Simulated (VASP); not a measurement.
Wanted: the native input for a VASP 6.6.1 run.

* Task: relaxation of cell and atoms
* Functional: LDA
* Potentials or basis: VASP PAW LDA potentials, release 64 (Ni)
* Cutoff: 600 eV
* k mesh: 6 × 6 × 6
* Occupations: fermi-dirac, width 0.1 eV
* Spin: no spin polarisation
* Dipole correction: no
* Further INCAR settings: ALGO = Normal; EDIFF = 1e-06; IBRION = 2; EDIFFG = -0.01; NSW = 80; ISIF = 3

The structure of Ni lies in POSCAR:

```
Ni
1.0
    4.4398105893      0.0000000000      0.0000000000
    0.0000000000      4.4398105893      0.0000000000
    0.0000000000      0.0000000000      4.4398105893
Ni
8
Direct
    0.0000000000      0.0000000000      0.0000000000
    0.5000000000      0.5000000000      0.5000000000
    0.2500000000      0.0000000000      0.5000000000
    0.7500000000      0.0000000000      0.5000000000
    0.5000000000      0.2500000000      0.0000000000
    0.5000000000      0.7500000000      0.0000000000
    0.0000000000      0.5000000000      0.2500000000
    0.0000000000      0.5000000000      0.7500000000
```

The input as run:

INCAR

```
  ALGO = Normal
  EDIFF = 1E-6
  EDIFFG = -0.01
  ENCUT = 600
  GGA = CA
  IBRION = 2
  ISIF = 3
  ISMEAR = -1
  LASPH = True
  LCHARG = False
  LREAL = False
  LWAVE = False
  NELM = 80
  NSW = 80
  PREC = Accurate
  SIGMA = 0.1
```

KPOINTS

```
k-points
0
Gamma
  6 6 6
```

Potentials or basis: VASP PAW LDA potentials, release 64 (Ni).

Run with:

```console
$ cat potpaw_LDA.64/Ni/POTCAR > POTCAR
$ mpirun -np 1 vasp_std > vasp.out
```

Results of the run:

```
Relaxed volume                        : 10.24 Å³/atom
Relaxed cell                          : a = 4.343 Å, b = 4.343 Å, c = 4.343 Å, α = 90.00°, β = 90.00°, γ = 90.00°
Space group after relaxing (to 0.1 Å) : Pm-3n (No. 223)
Energy gained by relaxing             : 33.5 meV/atom
Ionic steps                           : 3
Pressure after relaxing               : 0.0 GPa
Band gap on the k mesh                : zero (bands 40 and 41 overlap by 0.16 eV)
```

Caveat: the run has no spin polarisation, though such a crystal can be magnetic.

It took 2.8 min on 1 thread of Intel(R) Xeon(R) Platinum 8488C (Sapphire Rapids), with other jobs on the host, peak memory 0.21 GiB.
